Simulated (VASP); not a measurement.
# Ru (P6_3/mmc) in VASP: further runs

Ru is run at these levels: PBE, LDA, r2SCANh, PBE0; tasks: single point.

All numbers are computed with VASP 6.6.1; they aren't measurements. Logs are shortened: lines on timing, memory, paths and dates and some standing lists are left out, and cuts for length are marked.

## (1) The cell of the first run

It takes space group P6_3/mmc (No. 194, hexagonal). The conventional cell has a = 2.706 Å, b = 2.706 Å, c = 4.282 Å, α = 90.00°, β = 90.00°, γ = 120.00°. Within 3.5 Å of Ru (site symmetry -6m2) lie 12 Ru at 2.65 to 2.71 Å.

## (2) Single point, PBE

INCAR

```
PREC = Accurate
ENCUT = 520
EDIFF = 1E-6
ISMEAR = 0
SIGMA = 0.025
LREAL = F
LASPH = T
NELM = 80
ALGO = Normal
ISIF = 2
LWAVE = F
LCHARG = F
GGA = PE
NBANDS = 21
```

KPOINTS

```
regular mesh
0
Gamma
  11 11 6
```

POSCAR

```
Ru
1.0
    2.7058000000      0.0000000000      0.0000000000
   -1.3529000000      2.3432915376      0.0000000000
    0.0000000000      0.0000000000      4.2819000000
Ru
2
Direct
    0.6666666667      0.3333333333      0.7500000000
    0.3333333333      0.6666666667      0.2500000000
```

Potentials or basis: VASP PAW PBE potentials, release 64 (Ru_pv).

Run with:

```bash
$ cat potpaw_PBE.64/Ru_pv/POTCAR > POTCAR
$ mpirun -np 1 vasp_std > vasp.out
```

OUTCAR:

```text
PREC = Accurate
   ENCUT = 520
   EDIFF = 1E-6
   ISMEAR = 0
   LREAL = F
   LASPH = T
   NELM = 80
   ISIF = 2
   GGA = PE

 ion  position               nearest neighbor table
   1  0.667  0.333  0.750-   2 2.65   2 2.65   2 2.65   2 2.65   2 2.65   2 2.65
   2  0.333  0.667  0.250-   1 2.65   1 2.65   1 2.65   1 2.65   1 2.65   1 2.65

  LATTYP: Found a hexagonal cell.
 ALAT       =     2.7058000000
 C/A-ratio  =     1.5824894671

  Lattice vectors:

 A1 = (   2.7058000000,   0.0000000000,   0.0000000000)
 A2 = (  -1.3529000000,   2.3432915376,   0.0000000000)
 A3 = (   0.0000000000,   0.0000000000,   4.2819000000)

Analysis of symmetry for initial positions (statically):
=====================================================================
 Subroutine PRICEL returns:
 Original cell was already a primitive cell.

 Routine SETGRP: Setting up the symmetry group for a
 hexagonal supercell.

 Subroutine GETGRP returns: Found 24 space group operations
 (whereof 12 operations were pure point group operations)
 out of a pool of 24 trial point group operations.

The static configuration has the point symmetry D_3d.
 The point group associated with its full space group is D_6h.

Analysis of symmetry for dynamics (positions and initial velocities):
=====================================================================
 Subroutine PRICEL returns:
 Original cell was already a primitive cell.

 Routine SETGRP: Setting up the symmetry group for a
 hexagonal supercell.

 Subroutine GETGRP returns: Found 24 space group operations
 (whereof 12 operations were pure point group operations)
 out of a pool of 24 trial point group operations.

The dynamic configuration has the point symmetry D_3d.
 The point group associated with its full space group is D_6h.

 Subroutine INISYM returns: Found 24 space group operations
 (whereof 12 operations are pure point group operations),
 and found     1 'primitive' translations

----------------------------------------------------------------------------------------

                                     Primitive cell

  volume of cell :      27.1493

  direct lattice vectors                    reciprocal lattice vectors
     2.705800000  0.000000000  0.000000000     0.369576465  0.213375072  0.000000000
    -1.352900000  2.343291538  0.000000000     0.000000000  0.426750144  0.000000000
     0.000000000  0.000000000  4.281900000     0.000000000  0.000000000  0.233541185

  length of vectors
     2.705800000  2.705800000  4.281900000     0.426750144  0.426750144  0.233541185

  position of ions in fractional coordinates (direct lattice)
     0.666666667  0.333333333  0.750000000
     0.333333333  0.666666667  0.250000000

  ion indices of the primitive-cell ions
   primitive index   ion index
                 1           1
                 2           2

----------------------------------------------------------------------------------------

 KPOINTS: regular mesh

Automatic generation of k-mesh.
 Grid dimensions read from file:
 generate k-points for:   11   11    6

 Generating k-lattice:

  Cartesian coordinates                     Fractional coordinates (reciprocal lattice)
     0.033597860  0.019397734  0.000000000     0.090909091  0.000000000  0.000000000
     0.000000000  0.038795468  0.000000000     0.000000000  0.090909091  0.000000000
     0.000000000  0.000000000  0.038923531     0.000000000  0.000000000  0.166666667

  Length of vectors
     0.038795468  0.038795468  0.038923531

  Shift w.r.t. Gamma in fractional coordinates (k-lattice)
     0.000000000  0.000000000  0.000000000

 Subroutine IBZKPT returns following result:
 ===========================================

 Found     64 irreducible k-points:

 Following reciprocal coordinates:
            Coordinates               Weight
  0.000000  0.000000  0.000000      1.000000
  0.090909  0.000000  0.000000      6.000000
  0.181818  0.000000  0.000000      6.000000
  0.272727  0.000000  0.000000      6.000000
  0.363636  0.000000  0.000000      6.000000
  0.454545  0.000000  0.000000      6.000000
[... 16 lines left out ...]
  0.090909  0.090909  0.166667     12.000000
  0.181818  0.090909  0.166667     24.000000
 [... further k-points ...]
   k-points           NKPTS =     64   k-points in BZ     NKDIM =     64   number of bands    NBANDS=     21
   number of dos      NEDOS =    301   number of ions     NIONS =      2
   total plane-waves  NPLWV =  12800
   dimension x,y,z NGX =    20 NGY =   20 NGZ =   32
   dimension x,y,z NGXF=    40 NGYF=   40 NGZF=   64
   ions per type =               2
   NGX,Y,Z   is equivalent  to a cutoff of  12.29, 12.29, 12.42 a.u.
   NGXF,Y,Z  is equivalent  to a cutoff of  24.58, 24.58, 24.85 a.u.
 SYSTEM =  unknown system
   PREC   = accura    normal or accurate (medium, high low for compatibility)
   ISTART =      0    job   : 0-new  1-cont  2-samecut
   ICHARG =      2    charge: 1-file 2-atom 10-const
[... 79 lines left out ...]
      4     -29.7610      2.00000
      5     -29.7073      2.00000
      6     -29.6727      2.00000
[... 13 lines left out ...]
     20      23.2703      0.00000
     21      23.2921      0.00000

 k-point     3 :       0.1818    0.0000    0.0000
  band No.  band energies     occupation
      1     -30.6960      2.00000
      2     -30.0880      2.00000
      3     -29.9410      2.00000
      4     -29.9230      2.00000
      5     -29.7309      2.00000
      6     -29.7120      2.00000
[... 13 lines left out ...]
     20      23.2703      0.00000
     21      23.2817      0.00000

 k-point     4 :       0.2727    0.0000    0.0000
  band No.  band energies     occupation
      1     -30.5782      2.00000
      2     -30.2966      2.00000
      3     -30.1270      2.00000
      4     -30.0057      2.00000
      5     -29.7770      2.00000
      6     -29.7641      2.00000
[... 13 lines left out ...]
     20      23.2702      0.00000
     21      23.2760      0.00000

 k-point     5 :       0.3636    0.0000    0.0000
  band No.  band energies     occupation
      1     -30.4879      2.00000
      2     -30.4450      2.00000
      3     -30.3072      2.00000
      4     -30.0630      2.00000
      5     -29.8612      2.00000
      6     -29.7962      2.00000
[... 13 lines left out ...]
     20      23.2641      0.00000
     21      23.2702      0.00000

 k-point     6 :       0.4545    0.0000    0.0000
  band No.  band energies     occupation
      1     -30.6012      2.00000
      2     -30.4115      2.00000
      3     -30.3394      2.00000
      4     -30.0962      2.00000
      5     -29.9375      2.00000
      6     -29.8157      2.00000
[... 13 lines left out ...]
     20      23.2696      0.00000
     21      23.8013      0.00000

 k-point     7 :       0.0909    0.0909    0.0000
  band No.  band energies     occupation
      1     -30.7218      2.00000
      2     -30.0251      2.00000
      3     -29.9557      2.00000
      4     -29.8460      2.00000
      5     -29.7324      2.00000
      6     -29.6989      2.00000
[... 13 lines left out ...]
     20      23.2703      0.00000
     21      23.2842      0.00000
[... 291 lines left out ...]
      1     -30.5757      2.00000
      2     -30.2485      2.00000
      3     -30.1689      2.00000
      4     -29.9898      2.00000
      5     -29.7865      2.00000
      6     -29.7806      2.00000
[... 13 lines left out ...]
     20      23.2702      0.00000
     21      24.5956      0.00000

 k-point    21 :       0.3636    0.0000    0.1667
  band No.  band energies     occupation
      1     -30.5869      2.00000
      2     -30.3840      2.00000
      3     -30.2758      2.00000
      4     -30.0454      2.00000
      5     -29.8525      2.00000
      6     -29.8144      2.00000
[... 13 lines left out ...]
     20      23.2701      0.00000
     21      23.9465      0.00000

 k-point    22 :       0.4545    0.0000    0.1667
  band No.  band energies     occupation
      1     -30.6585      2.00000
      2     -30.4762      2.00000
      3     -30.2387      2.00000
      4     -30.0778      2.00000
      5     -29.9123      2.00000
      6     -29.8349      2.00000
[... 13 lines left out ...]
     20      23.2693      0.00000
     21      23.4169      0.00000

 k-point    23 :       0.0909    0.0909    0.1667
  band No.  band energies     occupation
      1     -30.6654      2.00000
      2     -30.0051      2.00000
      3     -29.9605      2.00000
      4     -29.8839      2.00000
      5     -29.7459      2.00000
      6     -29.7246      2.00000
[... 13 lines left out ...]
     20      23.2702      0.00000
     21      24.4509      0.00000

 k-point    24 :       0.1818    0.0909    0.1667
  band No.  band energies     occupation
      1     -30.5957      2.00000
      2     -30.1649      2.00000
      3     -30.1166      2.00000
      4     -29.9614      2.00000
      5     -29.7914      2.00000
      6     -29.7592      2.00000
[... 13 lines left out ...]
     20      23.2702      0.00000
     21      24.5733      0.00000

 [... further k-points ...]

------------------------ aborting loop because EDIFF is reached ----------------------------------------

  FORCE on cell =-STRESS in cart. coord.  units (eV):
  Direction    XX          YY          ZZ          XY          YZ          ZX
  --------------------------------------------------------------------------------------
  -------------------------------------------------------------------------------------
  Total        0.7591641      0.7591641      0.7342088     -0.0000000     -0.0000000     -0.0000000
  in kB       44.8009995     44.8009995     43.3283006     -0.0000000     -0.0000000     -0.0000000
  external PRESSURE =      44.3100999 kB  Pullay stress =       0.0000000 kB

 VOLUME and BASIS-vectors are now :
 -----------------------------------------------------------------------------
  energy-cutoff  :      520.00
  volume of cell :       27.15
      direct lattice vectors                 reciprocal lattice vectors
     2.705800000  0.000000000  0.000000000     0.369576465  0.213375072  0.000000000
    -1.352900000  2.343291538  0.000000000     0.000000000  0.426750144  0.000000000
     0.000000000  0.000000000  4.281900000     0.000000000  0.000000000  0.233541185

 POSITION                                       TOTAL-FORCE (eV/Angst)
 -----------------------------------------------------------------------------------
      1.35290      0.78110      3.21143         0.000000     -0.000000      0.000000
     -0.00000      1.56219      1.07048        -0.000000      0.000000      0.000000
 -----------------------------------------------------------------------------------
    total drift:                               -0.000000      0.000000     -0.000000

  FREE ENERGIE OF THE ION-ELECTRON SYSTEM (eV)
  ---------------------------------------------------
  free  energy   TOTEN  =       -18.4509739090 eV

  energy  without entropy=      -18.4496105798  energy(sigma->0) =      -18.45029224
```

It took 34 s on 1 thread of Intel Xeon 8259CL, shared host; peak memory 0.15 GiB.

Results:

- Free energy: -18.4510 eV
- Pressure: 4.4 GPa
- Band gap on the k mesh: zero (bands 14 and 15 overlap by 3.07 eV)

Levels at points of the mesh, in eV from the Fermi level:
| k point | band 10 | band 11 | band 12 | band 13 | band 14 | band 15 | band 16 | band 17 | band 18 | band 19 |
| --- | --- | --- | --- | --- | --- | --- | --- | --- | --- | --- |
| (0.00, 0.00, 0.00) | -2.54 | -2.36 | -1.86 | -1.86 | -1.33 | -1.33 | 1.24 | 1.24 | 1.35 | 10.35 |
| (0.00, 0.00, 0.50) | -2.70 | -2.70 | -2.70 | -2.66 | -2.66 | 0.60 | 0.60 | 0.60 | 0.60 | 10.48 |

Caveat: the cell stands under pressure.

## (3) Single point, LDA

INCAR

```
SYSTEM = Ru
PREC = Accurate ; ENCUT = 520
EDIFF = 1E-6 ; ISMEAR = -1
SIGMA = 0.05 ; LREAL = .FALSE.
LASPH = .TRUE. ; NELM = 80
ALGO = Fast ; ISIF = 2
LWAVE = .FALSE. ; LCHARG = .FALSE.
NBANDS = 21
```

KPOINTS

```
regular mesh
0
G
  11 11 6
  0 0 0
```

POSCAR is that of step 2.

Potentials or basis: VASP PAW LDA potentials, release 64 (Ru_pv).

Run with:

```bash
$ cat potpaw_LDA.64/Ru_pv/POTCAR > POTCAR
$ mpirun -np 1 vasp_std > vasp.out
```

Run time: 39 s. Hardware: 1 thread of Intel Xeon 8259CL, shared host; peak memory 0.14 GiB.

The run converged. Its results:

| Property | Result |
| --- | --- |
| Free energy | -21.3539 eV |
| Pressure | -11.5 GPa |
| Band gap on the k mesh | zero (bands 14 and 15 overlap by 3.09 eV) |

Stress tensor (GPa, compression positive):
```
-11.27   0.00   0.00
  0.00 -11.27   0.00
  0.00   0.00 -12.02
```

Levels at points of the mesh, in eV from the Fermi level:
| k point | band 12 | band 13 | band 14 | band 15 | band 16 | band 17 |
| --- | --- | --- | --- | --- | --- | --- |
| (0.00, 0.00, 0.00) | -1.86 | -1.86 | -1.33 | -1.33 | 1.27 | 1.27 |
| (0.00, 0.00, 0.50) | -2.71 | -2.66 | -2.66 | 0.62 | 0.62 | 0.62 |

Caveat: the cell stands under tension.

## (4) Single point, r2SCANh

POSCAR is that of step 3.

INCAR.step1

```
ALGO     = Normal         # electronic algorithm
EDIFF    = 1E-5           # SCF threshold, eV
ENCUT    = 520            # plane-wave cutoff, eV
GGA      = PE             # functional
ISIF     = 2              # what is computed and relaxed
ISMEAR   = -1             # smearing method
LASPH    = T              # aspherical terms in the spheres
LCHARG   = F              # write CHGCAR
LREAL    = F              # projectors in reciprocal space
LWAVE    = T              # write WAVECAR
NBANDS   = 21             # bands
NELM     = 80             # most SCF steps
PREC     = Accurate       # precision mode
SIGMA    = 0.05           # smearing width, eV
```

INCAR.step2

```
AEXX     = 0.1            # exact-exchange fraction
ALGO     = Normal         # electronic algorithm
EDIFF    = 1E-6           # SCF threshold, eV
ENCUT    = 520            # plane-wave cutoff, eV
ISIF     = 2              # what is computed and relaxed
ISMEAR   = -1             # smearing method
ISTART   = 1            
LASPH    = T              # aspherical terms in the spheres
LCHARG   = F              # write CHGCAR
LHFCALC  = T              # exact exchange
LMIXTAU  = T            
LREAL    = F              # projectors in reciprocal space
LWAVE    = F              # write WAVECAR
METAGGA  = R2SCAN         # meta-GGA
NBANDS   = 21             # bands
NELM     = 80             # most SCF steps
PREC     = Accurate       # precision mode
PRECFOCK = Normal       
SIGMA    = 0.05           # smearing width, eV
```

KPOINTS

```
k-points
0
Gamma
  6 6 3
```

Potentials or basis: VASP PAW PBE potentials, release 64 (Ru_pv).

Run with:

```bash
$ cat potpaw_PBE.64/Ru_pv/POTCAR > POTCAR
$ cp INCAR.step1 INCAR
$ mpirun -np 1 vasp_std > vasp.out
$ cp INCAR.step2 INCAR
$ mpirun -np 1 vasp_std > vasp.out
```

Run time: 15 min. Hardware: 1 thread of Intel Xeon Platinum 8488C (Sapphire Rapids), shared host; peak memory 0.16 GiB.

Results (log left out):

```yaml
Free_energy: -49.7580 eV
Pressure: -4.6 GPa
Band_gap_on_the_k_mesh: zero (bands 14 and 15 overlap by 3.74 eV)
```

Stress tensor (GPa, compression positive):
```
-1.97  0.00  0.00
 0.00 -1.97  0.00
 0.00  0.00 -9.97
```

Levels at points of the mesh, in eV from the Fermi level:
```tsv
k point	band 10	band 11	band 12	band 13	band 14	band 15	band 16	band 17	band 18	band 19
(0.00, 0.00, 0.00)	-3.04	-2.81	-2.32	-2.32	-1.77	-1.77	1.48	1.48	1.51	10.44
(0.50, 0.00, 0.00)	-3.56	-2.49	-2.08	-1.81	1.78	2.24	2.26	4.65	6.89	10.44
```

Caveat: the k points lie up to 0.49 Å⁻¹ apart, too coarse for converged energies and pressures of a metal; the PAW data sets were made with another functional, which shifts forces and pressure a little.

## (5) Single point, PBE0

POSCAR is that of step 4.

INCAR.step1

```
SYSTEM = Ru
PREC = Accurate
ENCUT = 520
EDIFF = 1E-5
ISMEAR = -1
SIGMA = 0.05
LREAL = .False.
LASPH = .True.
NELM = 100
ALGO = Normal
ISIF = 2
LWAVE = .True.
LCHARG = .False.
GGA = PE
NBANDS = 21
```

INCAR.step2

```
SYSTEM = Ru
PREC = Accurate
ENCUT = 520
EDIFF = 1E-6
ISMEAR = -1
SIGMA = 0.05
LREAL = .False.
LASPH = .True.
NELM = 100
ALGO = Normal
ISIF = 2
LWAVE = .False.
LCHARG = .False.
GGA = PE
LHFCALC = .True.
AEXX = 0.25
PRECFOCK = Normal
ISTART = 1
NBANDS = 21
```

KPOINTS

```
regular mesh
0
Gamma
  6 6 3
  0 0 0
```

Run with:

```bash
$ cat potpaw_PBE.64/Ru_pv/POTCAR > POTCAR
$ cp INCAR.step1 INCAR
$ mpirun -np 1 vasp_std > vasp.out
$ cp INCAR.step2 INCAR
$ mpirun -np 1 vasp_std > vasp.out
```

Run time: 20 min. Hardware: 1 thread of Intel Xeon Platinum 8488C (Sapphire Rapids), shared host; peak memory 0.15 GiB.

Results (log left out):

```
Free energy            : -23.6702 eV
Pressure               : -8.6 GPa
Band gap on the k mesh : zero (bands 14 and 15 overlap by 4.47 eV)
```

Stress tensor (GPa, compression positive):
```
 -5.60   0.00   0.00
  0.00  -5.60   0.00
  0.00   0.00 -14.64
```

Levels at points of the mesh, in eV from the Fermi level:
```tsv
k point	band 10	band 11	band 12	band 13	band 14	band 15	band 16	band 17	band 18	band 19
(0.00, 0.00, 0.00)	-3.53	-3.24	-2.78	-2.78	-2.22	-2.22	1.68	1.78	1.78	11.94
(0.50, 0.00, 0.00)	-4.10	-2.90	-2.38	-2.17	2.15	2.59	2.62	5.11	7.36	12.62
```

Caveat: the k points lie up to 0.49 Å⁻¹ apart, too coarse for converged energies and pressures of a metal; the PAW data sets were made with another functional, which shifts forces and pressure a little.

## (6) The runs side by side

| level | potentials or basis | k mesh | smearing | grid for exact exchange (PRECFOCK) | share of exact exchange | gap on the mesh (eV) | pressure (GPa) |
| --- | --- | --- | --- | --- | --- | --- | --- |
| PBE | VASP PAW PBE potentials, release 64 (Ru_pv) | 11 × 11 × 6 | gaussian 0.025 eV | - | - | none | 4.4 |
| LDA | VASP PAW LDA potentials, release 64 (Ru_pv) | 11 × 11 × 6 | fermi-dirac 0.05 eV | - | - | none | -11.5 |
| r2SCANh | VASP PAW PBE potentials, release 64 (Ru_pv) | 6 × 6 × 3 | fermi-dirac 0.05 eV | Normal | 0.1 | none | -4.6 |
| PBE0 | VASP PAW PBE potentials, release 64 (Ru_pv) | 6 × 6 × 3 | fermi-dirac 0.05 eV | Normal | 0.25 | none | -8.6 |

Alike in all rows: task single point; no spin polarisation; cell as given; cutoff (eV) 520.

Caveats: some runs use coarse meshes; the PAW data sets were made with another functional, which shifts forces and pressure a little (at least some runs); the cell stands under pressure (at least some runs); the cell stands under tension (at least some runs).

Total energies depend on the potentials used, so only differences within one code and one set of settings carry meaning.
